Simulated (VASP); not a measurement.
# H (I4/mmm) in VASP: a series of runs

The runs below take H through single point, with r2SCAN.

All numbers are computed with VASP 6.6.1; they aren't measurements. Logs are shortened: lines on timing, memory, paths and dates and some standing lists are left out, and cuts for length are marked.

## (1) The cell of the first run

Symmetry: I4/mmm, No. 139, tetragonal system. The conventional cell has a = 3.045 Å, b = 3.045 Å, c = 4.117 Å, α = 90.00°, β = 90.00°, γ = 90.00°. Within 1.0 Å of H (site symmetry 4mm) lie 1 H at 0.74 Å.

## (2) Single point, r2SCAN (strain -0.1000 x Voigt [1, 1, 0, 0, 0, 0])

File POSCAR:

```
H
1.0
   -1.5223810230      1.5223810230      2.0584739900
    1.5223810230     -1.5223810230      2.0584739900
    1.5223810230      1.5223810230     -2.0584739900
H
2
Direct
    0.9098622900      0.9098622900      0.0000000000
    0.0901377100      0.0901377100      0.0000000000
```

File INCAR.step1:

```
SYSTEM = H
ALGO = Normal
EDIFF = 1E-4
ENCUT = 520
GGA = PE
ISMEAR = 0
LASPH = .TRUE.
LCHARG = .FALSE.
LREAL = .FALSE.
LWAVE = .TRUE.
NBANDS = 8
NELM = 60
PREC = Accurate
SIGMA = 0.05
```

File INCAR.step2:

```
SYSTEM = H
ALGO = Normal
EDIFF = 1E-6
ENCUT = 520
ISIF = 2
ISMEAR = 0
ISTART = 1
LASPH = .TRUE.
LCHARG = .FALSE.
LMIXTAU = .TRUE.
LREAL = .FALSE.
LWAVE = .FALSE.
METAGGA = R2SCAN
NBANDS = 8
NELM = 60
PREC = Accurate
SIGMA = 0.05
```

File KPOINTS:

```
k-points
0
G
  10 10 10
  0 0 0
```

Potentials or basis: VASP PAW PBE potentials, release 64 (H).

Started as:

```console
$ cat potpaw_PBE.64/H/POTCAR > POTCAR
$ cp INCAR.step1 INCAR
$ mpirun -np 1 vasp_std > vasp.out
$ cp INCAR.step2 INCAR
$ mpirun -np 1 vasp_std > vasp.out
```

OUTCAR:

```text
SYSTEM = H
   EDIFF = 1E-6
   ENCUT = 520
   ISIF = 2
   ISMEAR = 0
   ISTART = 1
   LASPH = .TRUE.
   LREAL = .FALSE.
   METAGGA = R2SCAN
   NELM = 60
   PREC = Accurate

 ion  position               nearest neighbor table
   1  0.910  0.910  0.000-   2 0.74
   2  0.090  0.090  0.000-   1 0.74

  LATTYP: Found a body centered tetragonal cell.
 ALAT       =     3.0447620460
 C/A-ratio  =     1.3521411256

  Lattice vectors:

 A1 = (  -1.5223810230,   1.5223810230,   2.0584739900)
 A2 = (   1.5223810230,  -1.5223810230,   2.0584739900)
 A3 = (   1.5223810230,   1.5223810230,  -2.0584739900)

Analysis of symmetry for initial positions (statically):
=====================================================================
 Subroutine PRICEL returns:
 Original cell was already a primitive cell.

 Routine SETGRP: Setting up the symmetry group for a
 body centered tetragonal supercell.

 Subroutine GETGRP returns: Found 16 space group operations
 (whereof 16 operations were pure point group operations)
 out of a pool of 16 trial point group operations.

The static configuration has the point symmetry D_4h.

Analysis of symmetry for dynamics (positions and initial velocities):
=====================================================================
 Subroutine PRICEL returns:
 Original cell was already a primitive cell.

 Routine SETGRP: Setting up the symmetry group for a
 body centered tetragonal supercell.

 Subroutine GETGRP returns: Found 16 space group operations
 (whereof 16 operations were pure point group operations)
 out of a pool of 16 trial point group operations.

The dynamic configuration has the point symmetry D_4h.

 Subroutine INISYM returns: Found 16 space group operations
 (whereof 16 operations are pure point group operations),
 and found     1 'primitive' translations

----------------------------------------------------------------------------------------

                                     Primitive cell

  volume of cell :      19.0832

  direct lattice vectors                    reciprocal lattice vectors
    -1.522381023  1.522381023  2.058473990     0.000000000  0.328432891  0.242898381
     1.522381023 -1.522381023  2.058473990     0.328432891  0.000000000  0.242898381
     1.522381023  1.522381023 -2.058473990     0.328432891  0.328432891  0.000000000

  length of vectors
     2.978691512  2.978691512  2.978691512     0.408494538  0.408494538  0.464474248

  position of ions in fractional coordinates (direct lattice)
     0.909862290  0.909862290  0.000000000
     0.090137710  0.090137710  0.000000000

  ion indices of the primitive-cell ions
   primitive index   ion index
                 1           1
                 2           2

----------------------------------------------------------------------------------------

 KPOINTS: k-points

Automatic generation of k-mesh.
 Grid dimensions read from file:
 generate k-points for:   10   10   10

 Generating k-lattice:

  Cartesian coordinates                     Fractional coordinates (reciprocal lattice)
     0.000000000  0.032843289  0.024289838     0.100000000  0.000000000 -0.000000000
     0.032843289  0.000000000  0.024289838     0.000000000  0.100000000 -0.000000000
     0.032843289  0.032843289  0.000000000     0.000000000  0.000000000  0.100000000

  Length of vectors
     0.040849454  0.040849454  0.046447425

  Shift w.r.t. Gamma in fractional coordinates (k-lattice)
     0.000000000  0.000000000  0.000000000

 Subroutine IBZKPT returns following result:
 ===========================================

 Found    102 irreducible k-points:

 Following reciprocal coordinates:
            Coordinates               Weight
  0.000000  0.000000  0.000000      1.000000
  0.100000  0.000000 -0.000000      8.000000
  0.200000  0.000000 -0.000000      8.000000
  0.300000  0.000000 -0.000000      8.000000
  0.400000  0.000000 -0.000000      8.000000
  0.500000 -0.000000  0.000000      4.000000
[... 16 lines left out ...]
  0.300000  0.300000 -0.000000      8.000000
  0.400000  0.300000  0.000000     16.000000
 [... further k-points ...]
   k-points           NKPTS =    102   k-points in BZ     NKDIM =    102   number of bands    NBANDS=      8
   number of dos      NEDOS =    301   number of ions     NIONS =      2
   total plane-waves  NPLWV =  13824
   dimension x,y,z NGX =    24 NGY =   24 NGZ =   24
   dimension x,y,z NGXF=    48 NGYF=   48 NGZF=   48
   ions per type =               2
   NGX,Y,Z   is equivalent  to a cutoff of  13.39, 13.39, 13.39 a.u.
   NGXF,Y,Z  is equivalent  to a cutoff of  26.79, 26.79, 26.79 a.u.
 SYSTEM =  H
   PREC   = accura    normal or accurate (medium, high low for compatibility)
   ISTART =      1    job   : 0-new  1-cont  2-samecut
   ICHARG =      0    charge: 1-file 2-atom 10-const
   ISPIN  =      1    spin polarized calculation?
   LNONCOLLINEAR =      F non collinear calculations
   LSORBIT =      F    spin-orbit coupling
   LASPH  =      T    aspherical Exc in radial PAW
   ENCUT  =  520.0 eV  38.22 Ry    6.18 a.u.   5.54  5.54  5.54*2*pi/ulx,y,z
   NELM   =     60;   NELMIN=  2; NELMDL=  0     # of ELM steps
   EDIFF  = 0.1E-05   stopping-criterion for ELM
   LREAL  =      F    real-space projection
   EDIFFG = 0.1E-04   stopping-criterion for IOM
   NSW    =      0    number of steps for IOM
   IBRION =     -1    ionic relax: 0-MD 1-quasi-New 2-CG
   NFREE  =      0    steps in history (QN), initial steepest desc. (CG)
   ISIF   =      2    stress and relaxation
   ISYM   =      2    0-nonsym 1-usesym 2-fastsym
   POTIM  = 0.5000    time-step for ionic-motion
   TEBEG  =    0.0;   TEEND  =   0.0 temperature during run
   PSTRESS=    0.0 pullay stress
   NELECT =       2.0000    total number of electrons
   NUPDOWN=      -1.0000    fix difference up-down
   EMIN   =  10.00;   EMAX   =-10.00  energy-range for DOS
   EFERMI =   0.00;   METHOD = LEGACY
   ISMEAR =     0;   SIGMA  =   0.05  broadening in eV -4-tet -1-fermi 0-gaus
   EFERMI_NEDOS =   21; number of points for ismear=-14 and -15
   IALGO  =     38    algorithm
   IMIX   =      4    mixing-type and parameters
     AMIX     =   0.40;   BMIX     =  1.00
     AMIX_MAG =   1.60;   BMIX_MAG =  1.00
  volume/ion in A,a.u.               =       9.54        64.39
  Fermi-wavevector in a.u.,A,eV,Ry     =   0.771852  1.458589  8.105749  0.595756
  Thomas-Fermi vector in A             =   1.873359
   LORBIT       =      0    0 simple, 1 ext, 2 COOP (PROOUT), +10 PAW based schemes
   METAGGA = R2SCAN    functional components
   LHFCALC =     F    Hartree Fock is set to
   AEXX    =    0.0000 exact exchange contribution
   IVDW    =     0    specifies the selected vdW correction
   LEPSILON=     F    determine dielectric tensor
   LRPA    =     F    only Hartree local field effects (RPA)
 non-spin polarized calculation
 Gauss-broadening in eV      SIGMA  =   0.05
  energy-cutoff  :      520.00
  volume of cell :       19.08
 maximum number of plane-waves:       535
 NGX is ok and might be reduce to    24
   NGX = 11   NGY = 11   NGZ = 11

 number of electron       1.9999999 magnetization

 Free energy of the ion-electron system (eV)
  ---------------------------------------------------
  ext. energy  EPLUGINS =         0.00000000
  ---------------------------------------------------
  free energy    TOTEN  =        -6.89062291 eV

  energy without entropy =       -6.89062291  energy(sigma->0) =       -6.89062291

 E-fermi :  -7.8568     XC(G=0):  -6.0955

 val. band max:       -8.1350165769   @ k =   0.5000   0.5000   0.5000
 cond. band min:       1.2686447485   @ k =   0.5000  -0.0000   0.0000
 fundamental gap:      9.4036613253
 Fermi energy:        -7.8567568587

 k-point     1 :       0.0000    0.0000    0.0000
  band No.  band energies     occupation
      1     -11.3394      2.00000
      2       8.1224      0.00000
      3      11.1263      0.00000
      4      18.4876      0.00000
      5      18.4876      0.00000
      6      21.2240      0.00000
      7      21.2240      0.00000
      8      22.5644      0.00000

 k-point     2 :       0.1000    0.0000   -0.0000
  band No.  band energies     occupation
      1     -11.1770      2.00000
      2       7.2370      0.00000
      3      11.4573      0.00000
      4      17.1136      0.00000
      5      17.7983      0.00000
      6      21.0203      0.00000
      7      22.1672      0.00000
      8      22.6009      0.00000

 k-point     3 :       0.2000    0.0000   -0.0000
  band No.  band energies     occupation
      1     -10.7181      2.00000
      2       5.4010      0.00000
      3      11.8136      0.00000
      4      14.9746      0.00000
      5      16.8387      0.00000
      6      22.0241      0.00000
      7      22.3696      0.00000
      8      22.9630      0.00000

 k-point     4 :       0.3000    0.0000   -0.0000
  band No.  band energies     occupation
      1     -10.0615      2.00000
      2       3.4261      0.00000
      3      11.9074      0.00000
      4      13.4962      0.00000
      5      16.1692      0.00000
      6      20.9318      0.00000
      7      21.0745      0.00000
      8      22.2185      0.00000

 k-point     5 :       0.4000    0.0000   -0.0000
  band No.  band energies     occupation
      1      -9.4228      2.00000
      2       1.8738      0.00000
      3      11.8060      0.00000
      4      12.7852      0.00000
      5      15.8213      0.00000
      6      19.8423      0.00000
      7      20.2942      0.00000
      8      20.9484      0.00000
[... 177 lines left out ...]
 k-point    22 :      -0.2000    0.2000    0.0000
  band No.  band energies     occupation
      1     -10.5610      2.00000
      2       6.2887      0.00000
      3       9.2870      0.00000
      4      15.0537      0.00000
      5      16.6459      0.00000
      6      17.2401      0.00000
      7      22.2419      0.00000
      8      24.8705      0.00000

 k-point    23 :       0.3000    0.3000   -0.0000
  band No.  band energies     occupation
      1      -8.8194      2.00000
      2       2.6032      0.00000
      3       6.5786      0.00000
      4      11.8651      0.00000
      5      14.0244      0.00000
      6      21.6480      0.00000
      7      23.8031      0.00000
      8      26.4492      0.00000

 k-point    24 :       0.4000    0.3000    0.0000
  band No.  band energies     occupation
      1      -8.6617      2.00000
      2       3.0966      0.00000
      3       5.8110      0.00000
      4      11.1533      0.00000
      5      13.0235      0.00000
      6      22.5747      0.00000
      7      23.2163      0.00000
      8      25.7858      0.00000

 [... further k-points ...]
[... 5 lines left out ...]
  --------------------------------------------------------------------------------------
  -------------------------------------------------------------------------------------
  Total        0.0567893      0.0567893      0.0405526      0.0000000      0.0000000      0.0000000
  in kB        4.7678773      4.7678773      3.4046857      0.0000000      0.0000000      0.0000000
  external PRESSURE =       4.3134801 kB  Pullay stress =       0.0000000 kB

 VOLUME and BASIS-vectors are now :
 -----------------------------------------------------------------------------
  energy-cutoff  :      520.00
  volume of cell :       19.08
      direct lattice vectors                 reciprocal lattice vectors
    -1.522381023  1.522381023  2.058473990     0.000000000  0.328432891  0.242898381
     1.522381023 -1.522381023  2.058473990     0.328432891  0.000000000  0.242898381
     1.522381023  1.522381023 -2.058473990     0.328432891  0.328432891  0.000000000

 POSITION                                       TOTAL-FORCE (eV/Angst)
 -----------------------------------------------------------------------------------
      0.00000      0.00000      3.74586        -0.000000     -0.000000      0.017706
      0.00000      0.00000      0.37109         0.000000      0.000000     -0.017706
 -----------------------------------------------------------------------------------
    total drift:                               -0.000000      0.000000     -0.000000

  FREE ENERGIE OF THE ION-ELECTRON SYSTEM (eV)
  ---------------------------------------------------
  free  energy   TOTEN  =        -6.8906229094 eV

  energy  without entropy=       -6.8906229094  energy(sigma->0) =       -6.89062291
```

Run time: 23 s. Hardware: 1 thread of Intel Xeon Platinum 8488C (Sapphire Rapids), shared host; peak memory 0.13 GiB.

Results:

```yaml
Free_energy: -6.8906 eV
Pressure: 0.4 GPa
Largest_force: 0.018 eV/Å
Band_gap_on_the_k_mesh: 9.40 eV, indirect (least direct gap 9.89 eV)
```

Forces in eV/Å, atoms in the order of the input:
```
H    0.000  0.000  0.018
H    0.000  0.000 -0.018
```

Stress tensor (GPa, compression positive):
```
0.48 0.00 0.00
0.00 0.48 0.00
0.00 0.00 0.34
```

Levels at points of the mesh, in eV from the valence-band top:
```csv
k point,band 1,band 2,band 3,band 4,band 5,band 6
"(0.00, 0.00, 0.00)",-3.20,16.26,19.26,26.62,26.62,29.36
"(0.50, 0.00, 0.00)",-1.01,9.40,19.84,20.76,23.86,27.59
"(0.50, 0.50, 0.00)",-0.52,11.94,15.24,18.10,20.37,21.80
"(0.50, 0.50, 0.50)",0.00,9.89,17.08,19.02,19.02,21.72
```

Caveat: the cell differs from its parent crystal (strain -0.1000 x Voigt [1, 1, 0, 0, 0, 0]); the PAW data sets were made with another functional, which shifts forces and pressure a little. A k mesh can miss the band edges.

## (3) Single point, r2SCAN (strain -0.0750 x Voigt [1, 1, 0, 0, 0, 0])

File POSCAR:

```
H
1.0
   -1.5646693848      1.5646693848      2.0584739900
    1.5646693848     -1.5646693848      2.0584739900
    1.5646693848      1.5646693848     -2.0584739900
H
2
Direct
    0.9098622900      0.9098622900      0.0000000000
    0.0901377100      0.0901377100      0.0000000000
```

File INCAR.step1:

```
PREC     = Accurate       # precision mode
ENCUT    = 520            # plane-wave cutoff, eV
ISMEAR   = 0              # smearing method
SIGMA    = 0.05           # smearing width, eV
LREAL    = F              # projectors in reciprocal space
LASPH    = T              # aspherical terms in the spheres
NELM     = 80             # most SCF steps
NBANDS   = 8              # bands
GGA      = PE             # functional
ALGO     = Normal         # electronic algorithm
EDIFF    = 1E-4           # SCF threshold, eV
LWAVE    = T              # write WAVECAR
LCHARG   = F              # write CHGCAR
```

File INCAR.step2:

```
PREC     = Accurate       # precision mode
ENCUT    = 520            # plane-wave cutoff, eV
EDIFF    = 1E-6           # SCF threshold, eV
ISMEAR   = 0              # smearing method
SIGMA    = 0.05           # smearing width, eV
LREAL    = F              # projectors in reciprocal space
LASPH    = T              # aspherical terms in the spheres
NELM     = 80             # most SCF steps
ALGO     = Normal         # electronic algorithm
ISIF     = 2              # what is computed and relaxed
LWAVE    = F              # write WAVECAR
LCHARG   = F              # write CHGCAR
METAGGA  = R2SCAN         # meta-GGA
LMIXTAU  = T            
NBANDS   = 8              # bands
ISTART   = 1
```

File KPOINTS:

```
regular mesh
0
Gamma
  10 10 10
```

Potentials or basis: VASP PAW PBE potentials, release 64 (H).

Started as:

```console
$ cat potpaw_PBE.64/H/POTCAR > POTCAR
$ cp INCAR.step1 INCAR
$ mpirun -np 1 vasp_std > vasp.out
$ cp INCAR.step2 INCAR
$ mpirun -np 1 vasp_std > vasp.out
```

Wall time 23 s (1 thread of Intel Xeon Platinum 8488C (Sapphire Rapids), shared host); peak memory 0.13 GiB.

It converged, with:

* Free energy: -6.8948 eV
* Pressure: 0.3 GPa
* Largest force: 0.011 eV/Å
* Band gap on the k mesh: 9.46 eV, indirect (least direct gap 10.16 eV)

Forces in eV/Å, atoms in the order of the input:
```
H    0.000  0.000  0.011
H    0.000  0.000 -0.011
```

Levels at points of the mesh, in eV from the valence-band top:
| k point | band 1 | band 2 | band 3 | band 4 |
| --- | --- | --- | --- | --- |
| (0.00, 0.00, 0.00) | -2.99 | 15.79 | 18.87 | 26.04 |
| (0.50, 0.00, 0.00) | -0.97 | 9.46 | 19.37 | 20.50 |
| (0.50, 0.50, 0.00) | -0.56 | 11.81 | 15.12 | 17.87 |
| (0.50, 0.50, 0.50) | 0.00 | 10.16 | 16.88 | 18.47 |

Caveat: the cell differs from its parent crystal (strain -0.0750 x Voigt [1, 1, 0, 0, 0, 0]); the PAW data sets were made with another functional, which shifts forces and pressure a little.

## (4) Single point, r2SCAN (strain +0.0500 x Voigt [1, 1, 0, 0, 0, 0])

File POSCAR:

```
H
1.0
   -1.7761111935      1.7761111935      2.0584739900
    1.7761111935     -1.7761111935      2.0584739900
    1.7761111935      1.7761111935     -2.0584739900
H
2
Direct
    0.9098622900      0.9098622900      0.0000000000
    0.0901377100      0.0901377100      0.0000000000
```

File INCAR.step1:

```
ALGO = Normal
EDIFF = 1E-4
ENCUT = 520
GGA = PE
ISMEAR = 0
LASPH = T
LCHARG = F
LREAL = F
LWAVE = T
NBANDS = 8
NELM = 80
PREC = Accurate
SIGMA = 0.05
```

File INCAR.step2:

```
ALGO = Normal
EDIFF = 1E-6
ENCUT = 520
ISIF = 2
ISMEAR = 0
ISTART = 1
LASPH = T
LCHARG = F
LMIXTAU = T
LREAL = F
LWAVE = F
METAGGA = R2SCAN
NBANDS = 8
NELM = 80
PREC = Accurate
SIGMA = 0.05
```

File KPOINTS:

```
k-points
0
Gamma
  10 10 10
```

Started as:

```console
$ cat potpaw_PBE.64/H/POTCAR > POTCAR
$ cp INCAR.step1 INCAR
$ mpirun -np 1 vasp_std > vasp.out
$ cp INCAR.step2 INCAR
$ mpirun -np 1 vasp_std > vasp.out
```

It took 27 s on 1 thread of Intel Xeon Platinum 8488C (Sapphire Rapids), shared host; peak memory 0.14 GiB.

Results (log left out):

- Free energy: -6.9040 eV
- Pressure: -0.1 GPa
- Largest force: 0.003 eV/Å
- Band gap on the k mesh: 9.83 eV, indirect (least direct gap 10.54 eV)

Forces on the atoms (eV/Å):
```
H    0.000  0.000  0.003
H    0.000  0.000 -0.003
```

Levels at points of the mesh, in eV from the valence-band top:
```tsv
k point	band 1	band 2	band 3	band 4
(0.00, 0.00, 0.00)	-2.04	14.15	17.42	23.74
(0.50, 0.00, 0.00)	-0.71	9.83	17.58	19.17
(0.50, 0.50, 0.00)	-0.59	11.45	14.79	17.04
(0.50, 0.50, 0.50)	0.00	11.36	16.48	16.49
```

Caveat: the cell differs from its parent crystal (strain +0.0500 x Voigt [1, 1, 0, 0, 0, 0]); the PAW data sets were made with another functional, which shifts forces and pressure a little. A k mesh can miss the band edges.

## (5) The runs side by side

```tsv
cell	gap on the mesh (eV)	pressure (GPa)	largest force (eV/Å)
a = 2.979 Å, angles 118.5, 118.5, 92.6°, 2 atoms	9.40	0.4	0.02
a = 3.022 Å, angles 117.6, 117.6, 94.1°, 2 atoms	9.46	0.3	0.01
a = 3.248 Å, angles 113.7, 113.7, 101.3°, 2 atoms	9.83	-0.1	-
```

Alike in all rows: task single point; level r2SCAN; potentials or basis VASP PAW PBE potentials, release 64 (H); no spin polarisation; k mesh 10 × 10 × 10; cutoff (eV) 520; smearing gaussian 0.05 eV.

Caveats: the PAW data sets were made with another functional, which shifts forces and pressure a little.

Total energies depend on the potentials used, so only differences within one code and one set of settings carry meaning.
